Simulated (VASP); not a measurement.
# Ge (Imma) in VASP: single point with LDA

Aim: the single point of Ge with LDA.

Everything below comes from runs of VASP 6.6.1. Logs are shortened: lines on timing, memory, paths and dates and some standing lists are left out, and cuts for length are marked.

### 1 The cell of the first run

Symmetry: Imma, No. 74, orthorhombic system. Conventional cell: a = 5.122 Å, b = 5.439 Å, c = 2.949 Å, α = 90.00°, β = 90.00°, γ = 90.00°. Within 3.8 Å of Ge (site symmetry mm2) lie 10 Ge at 2.75 to 3.74 Å.

### 2 Single point, LDA

File INCAR:

```
PREC = Accurate ; ENCUT = 520
EDIFF = 1E-7 ; ISMEAR = -1
SIGMA = 0.15 ; LREAL = F
LASPH = T ; NELM = 100
ALGO = Normal ; ISIF = 2
LWAVE = F ; LCHARG = F
NBANDS = 21
```

File KPOINTS:

```
regular mesh
0
Gamma
  11 11 11
```

File POSCAR:

```
Ge
1.0
   -2.5607573792      2.7197441028      1.4742899619
    2.5607573792     -2.7197441028      1.4742899619
    2.5607573792      2.7197441028     -1.4742899619
Ge
2
Direct
    0.1859400000      0.9359400000      0.2500000000
    0.8140600000      0.0640600000      0.7500000000
```

Potentials or basis: VASP PAW LDA potentials, release 64 (Ge_d).

On the command line:

```bash
> cat potpaw_LDA.64/Ge_d/POTCAR > POTCAR
> mpirun -np 1 vasp_std > vasp.out
```

OUTCAR:

```text
PREC = Accurate
   ENCUT = 520
   EDIFF = 1E-7
   ISMEAR = -1
   LREAL = F
   LASPH = T
   NELM = 100
   ISIF = 2

 ion  position               nearest neighbor table
   1  0.186  0.936  0.250-   2 2.75   2 2.75   2 2.79   2 2.79
   2  0.814  0.064  0.750-   1 2.75   1 2.75   1 2.79   1 2.79

  LATTYP: Found a body centered orthorhombic cell.
 ALAT       =     2.9485799238
 B/A-ratio  =     1.7369428304
 C/A-ratio  =     1.8447823516

  Lattice vectors:

 A1 = (   2.5607573792,  -2.7197441028,   1.4742899619)
 A2 = (  -2.5607573792,  -2.7197441028,  -1.4742899619)
 A3 = (   2.5607573792,   2.7197441028,  -1.4742899619)

Analysis of symmetry for initial positions (statically):
=====================================================================
 Subroutine PRICEL returns:
 Original cell was already a primitive cell.

 Routine SETGRP: Setting up the symmetry group for a
 body centered orthorhombic supercell.

 Subroutine GETGRP returns: Found  8 space group operations
 (whereof  4 operations were pure point group operations)
 out of a pool of  8 trial point group operations.

The static configuration has the point symmetry C_2h.
 The point group associated with its full space group is D_2h.

Analysis of symmetry for dynamics (positions and initial velocities):
=====================================================================
 Subroutine PRICEL returns:
 Original cell was already a primitive cell.

 Routine SETGRP: Setting up the symmetry group for a
 body centered orthorhombic supercell.

 Subroutine GETGRP returns: Found  8 space group operations
 (whereof  4 operations were pure point group operations)
 out of a pool of  8 trial point group operations.

The dynamic configuration has the point symmetry C_2h.
 The point group associated with its full space group is D_2h.

 Subroutine INISYM returns: Found  8 space group operations
 (whereof  4 operations are pure point group operations),
 and found     1 'primitive' translations

----------------------------------------------------------------------------------------

                                     Primitive cell

  volume of cell :      41.0714

  direct lattice vectors                    reciprocal lattice vectors
    -2.560757379  2.719744103  1.474289962     0.000000000  0.183840825  0.339146310
     2.560757379 -2.719744103  1.474289962     0.195254734  0.000000000  0.339146310
     2.560757379  2.719744103 -1.474289962     0.195254734  0.183840825  0.000000000

  length of vectors
     4.015970273  4.015970273  4.015970273     0.385768931  0.391336978  0.268182512

  position of ions in fractional coordinates (direct lattice)
     0.185940000  0.935940000  0.250000000
     0.814060000  0.064060000  0.750000000

  ion indices of the primitive-cell ions
   primitive index   ion index
                 1           1
                 2           2

----------------------------------------------------------------------------------------

 KPOINTS: regular mesh

Automatic generation of k-mesh.
 Grid dimensions read from file:
 generate k-points for:   11   11   11

 Generating k-lattice:

  Cartesian coordinates                     Fractional coordinates (reciprocal lattice)
     0.000000000  0.016712802  0.030831483     0.090909091  0.000000000  0.000000000
     0.017750430  0.000000000  0.030831483     0.000000000  0.090909091  0.000000000
     0.017750430  0.016712802  0.000000000     0.000000000  0.000000000  0.090909091

  Length of vectors
     0.035069903  0.035576089  0.024380228

  Shift w.r.t. Gamma in fractional coordinates (k-lattice)
     0.000000000  0.000000000  0.000000000

 Subroutine IBZKPT returns following result:
 ===========================================

 Found    216 irreducible k-points:

 Following reciprocal coordinates:
            Coordinates               Weight
  0.000000  0.000000  0.000000      1.000000
  0.090909  0.000000 -0.000000      4.000000
  0.181818  0.000000  0.000000      4.000000
  0.272727  0.000000  0.000000      4.000000
  0.363636  0.000000 -0.000000      4.000000
  0.454545 -0.000000  0.000000      4.000000
[... 16 lines left out ...]
  0.454545  0.181818  0.000000      8.000000
 -0.454545  0.181818 -0.000000      8.000000
 [... further k-points ...]
   k-points           NKPTS =    216   k-points in BZ     NKDIM =    216   number of bands    NBANDS=     21
   number of dos      NEDOS =    301   number of ions     NIONS =      2
   total plane-waves  NPLWV =  27000
   dimension x,y,z NGX =    30 NGY =   30 NGZ =   30
   dimension x,y,z NGXF=    60 NGYF=   60 NGZF=   60
   ions per type =               2
   NGX,Y,Z   is equivalent  to a cutoff of  12.42, 12.42, 12.42 a.u.
   NGXF,Y,Z  is equivalent  to a cutoff of  24.84, 24.84, 24.84 a.u.
 SYSTEM =  unknown system
   PREC   = accura    normal or accurate (medium, high low for compatibility)
   ISTART =      0    job   : 0-new  1-cont  2-samecut
   ICHARG =      2    charge: 1-file 2-atom 10-const
   ISPIN  =      1    spin polarized calculation?
   LNONCOLLINEAR =      F non collinear calculations
   LSORBIT =      F    spin-orbit coupling
   LASPH  =      T    aspherical Exc in radial PAW
   ENCUT  =  520.0 eV  38.22 Ry    6.18 a.u.   7.47  7.47  7.47*2*pi/ulx,y,z
   NELM   =    100;   NELMIN=  2; NELMDL= -5     # of ELM steps
   EDIFF  = 0.1E-06   stopping-criterion for ELM
   LREAL  =      F    real-space projection
   EDIFFG = 0.1E-05   stopping-criterion for IOM
   NSW    =      0    number of steps for IOM
   IBRION =     -1    ionic relax: 0-MD 1-quasi-New 2-CG
   NFREE  =      0    steps in history (QN), initial steepest desc. (CG)
   ISIF   =      2    stress and relaxation
   ISYM   =      2    0-nonsym 1-usesym 2-fastsym
   POTIM  = 0.5000    time-step for ionic-motion
   TEBEG  =    0.0;   TEEND  =   0.0 temperature during run
   PSTRESS=    0.0 pullay stress
   NELECT =      28.0000    total number of electrons
   NUPDOWN=      -1.0000    fix difference up-down
   EMIN   =  10.00;   EMAX   =-10.00  energy-range for DOS
   EFERMI =   0.00;   METHOD = LEGACY
   ISMEAR =    -1;   SIGMA  =   0.15  broadening in eV -4-tet -1-fermi 0-gaus
   EFERMI_NEDOS =   21; number of points for ismear=-14 and -15
   IALGO  =     38    algorithm
   IMIX   =      4    mixing-type and parameters
     AMIX     =   0.40;   BMIX     =  1.00
     AMIX_MAG =   1.60;   BMIX_MAG =  1.00
  volume/ion in A,a.u.               =      20.54       138.58
  Fermi-wavevector in a.u.,A,eV,Ry     =   1.440835  2.722784 28.245787  2.076007
  Thomas-Fermi vector in A             =   2.559535
   LORBIT       =      0    0 simple, 1 ext, 2 COOP (PROOUT), +10 PAW based schemes
   GGA     = CA    functional components
   LHFCALC =     F    Hartree Fock is set to
   AEXX    =    0.0000 exact exchange contribution
   IVDW    =     0    specifies the selected vdW correction
   LEPSILON=     F    determine dielectric tensor
   LRPA    =     F    only Hartree local field effects (RPA)
 non-spin polarized calculation
  energy-cutoff  :      520.00
  volume of cell :       41.07
 maximum number of plane-waves:      1129
 NGX is ok and might be reduce to    30
   NGX = 15   NGY = 15   NGZ = 15

 number of electron      27.9999992 magnetization

 Free energy of the ion-electron system (eV)
  ---------------------------------------------------
  ext. energy  EPLUGINS =         0.00000000
  ---------------------------------------------------
  free energy    TOTEN  =        -9.89672638 eV

  energy without entropy =       -9.82868716  energy(sigma->0) =       -9.86270677

 E-fermi :   5.4321     XC(G=0): -11.0914

 val. band max:        5.4297036233   @ k =   0.3636   0.0909  -0.0000
 cond. band min:       5.4614951864   @ k =  -0.0909   0.4545   0.0909
 fundamental gap:      0.0317915631
 Fermi energy:         5.4320851634

 k-point     1 :       0.0000    0.0000    0.0000
  band No.  band energies     occupation
      1     -19.3210      2.00000
      2     -19.2619      2.00000
      3     -19.2613      2.00000
      4     -19.2528      2.00000
      5     -19.2328      2.00000
      6     -19.2006      2.00000
[... 13 lines left out ...]
     20      15.9228      0.00000
     21      17.5324      0.00000

 k-point     2 :       0.0909    0.0000   -0.0000
  band No.  band energies     occupation
      1     -19.3160      2.00000
      2     -19.2576      2.00000
      3     -19.2512      2.00000
      4     -19.2497      2.00000
      5     -19.2340      2.00000
      6     -19.2024      2.00000
[... 13 lines left out ...]
     20      16.1793      0.00000
     21      17.0857      0.00000

 k-point     3 :       0.1818    0.0000    0.0000
  band No.  band energies     occupation
      1     -19.3024      2.00000
      2     -19.2421      2.00000
      3     -19.2419      2.00000
      4     -19.2359      2.00000
      5     -19.2290      2.00000
      6     -19.2054      2.00000
[... 13 lines left out ...]
     20      14.4999      0.00000
     21      17.1468      0.00000

 k-point     4 :       0.2727    0.0000    0.0000
  band No.  band energies     occupation
      1     -19.2837      2.00000
      2     -19.2411      2.00000
      3     -19.2270      2.00000
      4     -19.2259      2.00000
      5     -19.2034      2.00000
      6     -19.1999      2.00000
[... 13 lines left out ...]
     20      13.3811      0.00000
     21      17.5947      0.00000

 k-point     5 :       0.3636    0.0000   -0.0000
  band No.  band energies     occupation
      1     -19.2641      2.00000
      2     -19.2410      2.00000
      3     -19.2200      2.00000
      4     -19.2158      2.00000
      5     -19.2046      2.00000
      6     -19.2023      2.00000
[... 13 lines left out ...]
     20      13.8897      0.00000
     21      18.5832      0.00000

 k-point     6 :       0.4545   -0.0000    0.0000
  band No.  band energies     occupation
      1     -19.2482      2.00000
      2     -19.2361      2.00000
      3     -19.2257      2.00000
      4     -19.2210      2.00000
      5     -19.2115      2.00000
      6     -19.1986      2.00000
[... 13 lines left out ...]
     20      16.2198      0.00000
     21      16.6592      0.00000

 k-point     7 :       0.0000    0.0909   -0.0000
  band No.  band energies     occupation
      1     -19.3176      2.00000
      2     -19.2583      2.00000
      3     -19.2546      2.00000
      4     -19.2499      2.00000
      5     -19.2291      2.00000
      6     -19.2037      2.00000
[... 13 lines left out ...]
     20      16.1995      0.00000
     21      16.3922      0.00000
[... 291 lines left out ...]
      1     -19.2918      2.00000
      2     -19.2438      2.00000
      3     -19.2359      2.00000
      4     -19.2275      2.00000
      5     -19.2116      2.00000
      6     -19.1831      2.00000
[... 13 lines left out ...]
     20      13.5709      0.00000
     21      15.7365      0.00000

 k-point    21 :       0.2727    0.1818    0.0000
  band No.  band energies     occupation
      1     -19.2806      2.00000
      2     -19.2422      2.00000
      3     -19.2407      2.00000
      4     -19.2181      2.00000
      5     -19.2005      2.00000
      6     -19.1952      2.00000
[... 13 lines left out ...]
     20      15.2936      0.00000
     21      16.9271      0.00000

 k-point    22 :       0.3636    0.1818    0.0000
  band No.  band energies     occupation
      1     -19.2686      2.00000
      2     -19.2480      2.00000
      3     -19.2339      2.00000
      4     -19.2083      2.00000
      5     -19.2044      2.00000
      6     -19.1856      2.00000
[... 13 lines left out ...]
     20      16.1973      0.00000
     21      17.1737      0.00000

 k-point    23 :       0.4545    0.1818    0.0000
  band No.  band energies     occupation
      1     -19.2633      2.00000
      2     -19.2423      2.00000
      3     -19.2246      2.00000
      4     -19.2185      2.00000
      5     -19.2002      2.00000
      6     -19.1827      2.00000
[... 13 lines left out ...]
     20      15.9010      0.00000
     21      16.8414      0.00000

 k-point    24 :      -0.4545    0.1818   -0.0000
  band No.  band energies     occupation
      1     -19.2653      2.00000
      2     -19.2391      2.00000
      3     -19.2293      2.00000
      4     -19.2159      2.00000
      5     -19.2087      2.00000
      6     -19.1850      2.00000
[... 13 lines left out ...]
     20      15.9608      0.00000
     21      16.1879      0.00000

 [... further k-points ...]
[... 5 lines left out ...]
  --------------------------------------------------------------------------------------
  -------------------------------------------------------------------------------------
  Total       -1.9185337     -2.1643076     -2.1399075      0.0000000      0.0000000      0.0000000
  in kB      -74.8411829    -84.4287171    -83.4768795      0.0000000      0.0000000      0.0000000
  external PRESSURE =     -80.9155932 kB  Pullay stress =       0.0000000 kB

 VOLUME and BASIS-vectors are now :
 -----------------------------------------------------------------------------
  energy-cutoff  :      520.00
  volume of cell :       41.07
      direct lattice vectors                 reciprocal lattice vectors
    -2.560757379  2.719744103  1.474289962     0.000000000  0.183840825  0.339146310
     2.560757379 -2.719744103  1.474289962     0.195254734  0.000000000  0.339146310
     2.560757379  2.719744103 -1.474289962     0.195254734  0.183840825  0.000000000

 POSITION                                       TOTAL-FORCE (eV/Angst)
 -----------------------------------------------------------------------------------
      2.56076     -1.35987      1.28540        -0.000000      0.000000     -0.054925
     -0.00000      4.07962      0.18889         0.000000     -0.000000      0.054925
 -----------------------------------------------------------------------------------
    total drift:                                0.000000      0.000000     -0.000000

  FREE ENERGIE OF THE ION-ELECTRON SYSTEM (eV)
  ---------------------------------------------------
  free  energy   TOTEN  =        -9.8967263757 eV

  energy  without entropy=       -9.8286871556  energy(sigma->0) =       -9.86270677
```

Wall time 65 s (1 thread of Intel Xeon 6975P-C (Granite Rapids), shared host); peak memory 0.26 GiB.

Results:

| Item | Value |
| --- | --- |
| Free energy | -9.8967 eV |
| Pressure | -8.1 GPa |
| Largest force | 0.055 eV/Å |
| Band gap on the k mesh | zero (bands 14 and 15 overlap by 4.56 eV) |

Forces in eV/Å, atoms in the order of the input:
```
Ge   0.000  0.000 -0.055
Ge   0.000  0.000  0.055
```

Stress tensor (GPa, compression positive):
```
-7.48  0.00  0.00
 0.00 -8.44  0.00
 0.00  0.00 -8.35
```

Levels at points of the mesh, in eV from the Fermi level:
```tsv
k point	band 10	band 11	band 12	band 13	band 14	band 15	band 16	band 17	band 18	band 19
(0.00, 0.00, 0.00)	-24.50	-12.46	-4.18	-2.10	-1.69	3.71	6.46	6.57	7.22	7.55
```

Caveat: the cell stands under tension.
